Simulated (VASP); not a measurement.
# Be (P1) in VASP: relaxation of cell and atoms with PBEsol

Aim: the relaxation of cell and atoms of Be with PBEsol.

Program: VASP 6.6.1. These are calculated values, not measurements. Logs are shortened: lines on timing, memory, paths and dates and some standing lists are left out, and cuts for length are marked.

### Step 1. The cell of the first run

The typed cell holds 8 atoms: a = 2.281 Å, b = 3.867 Å, c = 6.917 Å, α = 89.39°, β = 90.01°, γ = 88.72°.

### Step 2. Relaxation of cell and atoms, PBEsol

File INCAR:

```
SYSTEM = Be
ALGO = Fast
EDIFF = 1E-6
EDIFFG = -0.015
ENCUT = 600
GGA = PS
IBRION = 2
ISIF = 3
ISMEAR = 0
LASPH = .True.
LCHARG = .False.
LREAL = .False.
LWAVE = .False.
NELM = 100
NSW = 100
PREC = Accurate
SIGMA = 0.1
```

File KPOINTS:

```
k-points
0
Gamma
  10 6 4
  0 0 0
```

File POSCAR:

```
Be
1.0
    1.1185969387     -1.9877438725      0.0002678104
   -3.3272428623     -1.9712617037     -0.0203520190
   -0.0324458094     -0.0177594007     -6.9164160438
Be
8
Direct
    0.5116443594      0.8263841668      0.6339741565
    0.4913972161      0.8516439336      0.1238424311
    0.9800670414      0.3396395062      0.6221936117
    1.0040239709      0.3126349894      0.0992386558
    1.0325816894      0.6704881198      0.8981550967
    0.9798093801      0.7014921322      0.3720799708
    0.5038903144      0.1459711978      0.8810261780
    0.4965860283      0.1517459541      0.3694898994
```

Potentials or basis: VASP PAW PBE potentials, release 64 (Be).

Run with:

```sh
$ cat potpaw_PBE.64/Be/POTCAR > POTCAR
$ mpirun -np 1 vasp_std > vasp.out
```

OUTCAR:

```text
SYSTEM = Be
   EDIFF = 1E-6
   EDIFFG = -0.015
   ENCUT = 600
   GGA = PS
   IBRION = 2
   ISIF = 3
   ISMEAR = 0
   LASPH = .True.
   LREAL = .False.
   NELM = 100
   NSW = 100
   PREC = Accurate

 ion  position               nearest neighbor table
   1  0.512  0.826  0.634-   7 2.12   3 2.15   6 2.16   8 2.21   5 2.21   6 2.24   5 2.25   3 2.26
                             3 2.28   3 2.30
   2  0.491  0.852  0.124-   5 2.02   7 2.02   8 2.07   4 2.09   5 2.11   6 2.12   6 2.16   4 2.16
                             4 2.37
   3  0.980  0.340  0.622-   1 2.15   8 2.20   6 2.21   7 2.23   8 2.23   7 2.26   1 2.26   1 2.28
                             1 2.30   5 2.31
   4  0.004  0.313  0.099-   5 1.95   7 2.00   7 2.01   2 2.09   2 2.16   8 2.26   8 2.29   2 2.37

   5  0.033  0.670  0.898-   4 1.95   2 2.02   2 2.11   7 2.15   7 2.18   1 2.21   1 2.25   7 2.28
                             3 2.31   7 2.39
   6  0.980  0.701  0.372-   8 2.04   2 2.12   8 2.12   1 2.16   2 2.16   3 2.21   1 2.24
   7  0.504  0.146  0.881-   4 2.00   4 2.01   2 2.02   1 2.12   5 2.15   5 2.18   3 2.23   3 2.26
                             5 2.28   5 2.39
   8  0.497  0.152  0.369-   6 2.04   2 2.07   6 2.12   3 2.20   1 2.21   3 2.23   4 2.26   4 2.29

  LATTYP: Found a triclinic cell.
 ALAT       =     4.4459181701
 B/A-ratio  =     0.5130264714
 C/A-ratio  =     1.5557000113
 COS(alpha) =     0.0001803363
 COS(beta)  =     0.0093193190
 COS(gamma) =     0.4936474731

  Lattice vectors:

 A1 = (  -4.4458398010,   0.0164821688,  -0.0206198294)
 A2 = (  -1.1185969387,   1.9877438725,  -0.0002678104)
 A3 = (  -0.0324458094,  -0.0177594007,  -6.9164160438)

Analysis of symmetry for initial positions (statically):
=====================================================================
 Subroutine PRICEL returns:
 Original cell was already a primitive cell.

 Routine SETGRP: Setting up the symmetry group for a
 triclinic supercell.

 Subroutine GETGRP returns: Found  1 space group operations
 (whereof  1 operations were pure point group operations)
 out of a pool of  2 trial point group operations.

The static configuration has the point symmetry C_1 .

Analysis of symmetry for dynamics (positions and initial velocities):
=====================================================================
 Subroutine PRICEL returns:
 Original cell was already a primitive cell.

 Routine SETGRP: Setting up the symmetry group for a
 triclinic supercell.

 Subroutine GETGRP returns: Found  1 space group operations
 (whereof  1 operations were pure point group operations)
 out of a pool of  2 trial point group operations.

The dynamic configuration has the point symmetry C_1 .

 Subroutine INISYM returns: Found  1 space group operations
 (whereof  1 operations are pure point group operations),
 and found     1 'primitive' translations

----------------------------------------------------------------------------------------

                                     Primitive cell

  volume of cell :      60.9925

  direct lattice vectors                    reciprocal lattice vectors
     1.118596939 -1.987743873  0.000267810     0.223531011 -0.377291525 -0.000079835
    -3.327242862 -1.971261704 -0.020352019    -0.225406058 -0.126846401  0.001383115
    -0.032445809 -0.017759401 -6.916416044     0.000671928  0.000358645 -0.144587625

  length of vectors
     2.280873711  3.867406363  6.916514947     0.438537358  0.258649982  0.144589631

  position of ions in fractional coordinates (direct lattice)
     0.511644359  0.826384167  0.633974157
     0.491397216  0.851643934  0.123842431
     0.980067041  0.339639506  0.622193612
     0.004023971  0.312634989  0.099238656
     0.032581689  0.670488120  0.898155097
     0.979809380  0.701492132  0.372079971
     0.503890314  0.145971198  0.881026178
     0.496586028  0.151745954  0.369489899

  ion indices of the primitive-cell ions
   primitive index   ion index
                 1           1
                 2           2
                 3           3
                 4           4
                 5           5
                 6           6
[... 28 lines left out ...]

 Following reciprocal coordinates:
            Coordinates               Weight
  0.000000  0.000000  0.000000      1.000000
  0.100000 -0.000000 -0.000000      2.000000
  0.200000 -0.000000 -0.000000      2.000000
  0.300000 -0.000000  0.000000      2.000000
  0.400000  0.000000 -0.000000      2.000000
  0.500000  0.000000  0.000000      1.000000
[... 16 lines left out ...]
 -0.400000  0.333333  0.000000      2.000000
 -0.300000  0.333333  0.000000      2.000000
 [... further k-points ...]
   k-points           NKPTS =    124   k-points in BZ     NKDIM =    124   number of bands    NBANDS=     13
   number of dos      NEDOS =    301   number of ions     NIONS =      8
   total plane-waves  NPLWV =  32256
   dimension x,y,z NGX =    18 NGY =   32 NGZ =   56
   dimension x,y,z NGXF=    36 NGYF=   64 NGZF=  112
   ions per type =               8
   NGX,Y,Z   is equivalent  to a cutoff of  13.12, 13.76, 13.46 a.u.
   NGXF,Y,Z  is equivalent  to a cutoff of  26.24, 27.51, 26.92 a.u.
 SYSTEM =  Be
   PREC   = accura    normal or accurate (medium, high low for compatibility)
   ISTART =      0    job   : 0-new  1-cont  2-samecut
   ICHARG =      2    charge: 1-file 2-atom 10-const
   ISPIN  =      1    spin polarized calculation?
   LNONCOLLINEAR =      F non collinear calculations
   LSORBIT =      F    spin-orbit coupling
   LASPH  =      T    aspherical Exc in radial PAW
   ENCUT  =  600.0 eV  44.10 Ry    6.64 a.u.   4.56  7.72 13.81*2*pi/ulx,y,z
   NELM   =    100;   NELMIN=  2; NELMDL= -5     # of ELM steps
   EDIFF  = 0.1E-05   stopping-criterion for ELM
   LREAL  =      F    real-space projection
   EDIFFG = -.1E-01   stopping-criterion for IOM
   NSW    =    100    number of steps for IOM
   IBRION =      2    ionic relax: 0-MD 1-quasi-New 2-CG
   NFREE  =      1    steps in history (QN), initial steepest desc. (CG)
   ISIF   =      3    stress and relaxation
   ISYM   =      2    0-nonsym 1-usesym 2-fastsym
   POTIM  = 0.5000    time-step for ionic-motion
   TEBEG  =    0.0;   TEEND  =   0.0 temperature during run
   PSTRESS=    0.0 pullay stress
   NELECT =      16.0000    total number of electrons
   NUPDOWN=      -1.0000    fix difference up-down
   EMIN   =  10.00;   EMAX   =-10.00  energy-range for DOS
   EFERMI =   0.00;   METHOD = LEGACY
   ISMEAR =     0;   SIGMA  =   0.10  broadening in eV -4-tet -1-fermi 0-gaus
   EFERMI_NEDOS =   21; number of points for ismear=-14 and -15
   IALGO  =     68    algorithm
   IMIX   =      4    mixing-type and parameters
     AMIX     =   0.40;   BMIX     =  1.00
     AMIX_MAG =   1.60;   BMIX_MAG =  1.00
  volume/ion in A,a.u.               =       7.62        51.45
  Fermi-wavevector in a.u.,A,eV,Ry     =   1.047988  1.980409 14.942978  1.098278
  Thomas-Fermi vector in A             =   2.182891
   LORBIT       =      0    0 simple, 1 ext, 2 COOP (PROOUT), +10 PAW based schemes
   GGA     = PS    functional components
   LHFCALC =     F    Hartree Fock is set to
   AEXX    =    0.0000 exact exchange contribution
   IVDW    =     0    specifies the selected vdW correction
   LEPSILON=     F    determine dielectric tensor
   LRPA    =     F    only Hartree local field effects (RPA)
 conjugate gradient relaxation of ions
 non-spin polarized calculation
 RMM-DIIS sequential band-by-band and
 Gauss-broadening in eV      SIGMA  =   0.10
  energy-cutoff  :      600.00
  volume of cell :       60.99
 maximum number of plane-waves:      2060
   NGX =  9   NGY = 15   NGZ = 27

--------------------------------------- Ionic step        1  -------------------------------------------

 number of electron      16.0000000 magnetization

 Free energy of the ion-electron system (eV)
  ---------------------------------------------------
  ext. energy  EPLUGINS =         0.00000000
  ---------------------------------------------------
  free energy    TOTEN  =       -31.24702649 eV

  energy without entropy =      -31.24564912  energy(sigma->0) =      -31.24633780

------------------------ aborting loop because EDIFF is reached ----------------------------------------

  FORCE on cell =-STRESS in cart. coord.  units (eV):
  Direction    XX          YY          ZZ          XY          YZ          ZX
  --------------------------------------------------------------------------------------
  -------------------------------------------------------------------------------------
  Total        3.7819231     -0.0694374      4.9911611      0.3376086     -0.2998730     -0.7173894
  in kB       99.3452660     -1.8240117    131.1100755      8.8684564     -7.8771996    -18.8447099
  external PRESSURE =      76.2104432 kB  Pullay stress =       0.0000000 kB
[... 107 lines left out ...]
  FREE ENERGIE OF THE ION-ELECTRON SYSTEM (eV)
  ---------------------------------------------------
  free  energy   TOTEN  =       -31.8688345700 eV

  energy  without entropy=      -31.8659079938  energy(sigma->0) =      -31.86737128

[... ionic steps 4 to 7 ...]

--------------------------------------- Ionic step        8  -------------------------------------------

 number of electron      16.0000000 magnetization

------------------------ aborting loop because EDIFF is reached ----------------------------------------
[... 79 lines left out ...]
--------------------------------------- Ionic step       10  -------------------------------------------

 number of electron      16.0000000 magnetization

 Free energy of the ion-electron system (eV)
  ---------------------------------------------------
  ext. energy  EPLUGINS =         0.00000000
  ---------------------------------------------------
  free energy    TOTEN  =       -31.97060867 eV

  energy without entropy =      -31.96764885  energy(sigma->0) =      -31.96912876

 E-fermi :   6.9374     XC(G=0): -10.6232

 val. band max:        6.9252320944   @ k =  -0.3000   0.3333   0.0000
 cond. band min:       7.0650562788   @ k =   0.4000   0.0000  -0.0000
 fundamental gap:      0.1398241844
 Fermi energy:         6.9373730963

 k-point     1 :       0.0000    0.0000    0.0000
  band No.  band energies     occupation
      1      -4.3153      2.00000
      2      -2.1338      2.00000
      3      -2.1326      2.00000
      4       2.0164      2.00000
      5       2.6459      2.00000
      6       3.4613      2.00000
      7       3.4614      2.00000
      8       4.0157      2.00000
      9       8.3219      0.00000
     10       8.6862      0.00000
     11       8.6875      0.00000
     12      10.7499      0.00000
     13      13.7239      0.00000
[... 354 lines left out ...]
  band No.  band energies     occupation
      1      -1.6017      2.00000
      2       0.5704      2.00000
      3       0.5719      2.00000
      4       0.8148      2.00000
      5       2.8473      2.00000
      6       2.8489      2.00000
      7       6.1817      2.00000
      8       6.9252      1.13633
      9       7.9128      0.00000
     10       9.2096      0.00000
     11      10.5518      0.00000
     12      10.5724      0.00000
     13      10.5740      0.00000

 [... further k-points ...]
[... 5 lines left out ...]
  --------------------------------------------------------------------------------------
  -------------------------------------------------------------------------------------
  Total        0.0044475      0.0125125      0.0006070     -0.0058753      0.0020249      0.0027976
  in kB        0.1131903      0.3184478      0.0154482     -0.1495295      0.0515351      0.0712000
  external PRESSURE =       0.1490288 kB  Pullay stress =       0.0000000 kB
[... 23 lines left out ...]
  FREE ENERGIE OF THE ION-ELECTRON SYSTEM (eV)
  ---------------------------------------------------
  free  energy   TOTEN  =       -31.9706086682 eV

  energy  without entropy=      -31.9676488464  energy(sigma->0) =      -31.96912876

 reached required accuracy - stopping structural energy minimisation
```

It took 5.4 min on 1 thread of AMD EPYC 7R13 (Zen 3), shared host; peak memory 0.21 GiB.

Results:

```
Free energy                            : -31.9706 eV
Relaxed volume                         : 7.87 Å³/atom
Relaxed cell                           : a = 2.276 Å, b = 3.905 Å, c = 7.082 Å, α = 90.00°, β = 90.00°, γ = 90.00°
Space group after relaxing (to 0.05 Å) : P6_3/mmc (No. 194)
Energy gained by relaxing              : 90.4 meV/atom
Ionic steps                            : 10
Pressure after relaxing                : 0.0 GPa
Largest force after relaxing           : 0.014 eV/Å
Band gap on the k mesh                 : zero (band 8 reaches 7.90 eV, above the bottom of band 9 at 6.52 eV)
```

Forces on the atoms (eV/Å):
```
Be   0.004  0.002  0.000
Be  -0.002  0.000 -0.001
Be  -0.003  0.000  0.001
Be  -0.003 -0.001  0.009
Be  -0.002  0.002 -0.009
Be   0.012  0.002 -0.004
Be  -0.014 -0.002  0.003
Be   0.007 -0.003  0.002
```

Step by step:
```tsv
step	energy change (eV)	largest force (eV/Å)	pressure (GPa)	volume (Å³)
1	0.0000	2.4114	7.62	60.99
2	-0.6013	0.6432	-1.88	64.23
3	-0.6218	0.4908	-3.44	64.99
4	-0.6946	0.2773	-1.09	63.57
5	-0.7114	0.2518	0.92	62.51
6	-0.7197	0.1318	0.28	62.82
7	-0.7217	0.0910	-0.19	63.06
8	-0.7232	0.0400	-0.07	63.00
9	-0.7234	0.0310	-0.01	62.97
10	-0.7236	0.0142	0.01	62.95
```

Final structure:
```yaml
crystal:
  lattice:
    - [1.13814, -1.97113, -0.00001]
    - [-3.38202, -1.95260, 0.00012]
    - [0.00010, 0.00013, -7.08236]
  atoms:
    - { symbol: Be, position: [0.50000, 0.83187, 0.62494] }
    - { symbol: Be, position: [0.50009, 0.83158, 0.12495] }
    - { symbol: Be, position: [0.00007, 0.33170, 0.62503] }
    - { symbol: Be, position: [0.00003, 0.33158, 0.12515] }
    - { symbol: Be, position: [0.00035, 0.66799, 0.87485] }
    - { symbol: Be, position: [0.99955, 0.66885, 0.37493] }
    - { symbol: Be, position: [0.50047, 0.16776, 0.87509] }
    - { symbol: Be, position: [0.49944, 0.16869, 0.37506] }
```

Caveat: the PAW data sets were made with another functional, which shifts forces and pressure a little.
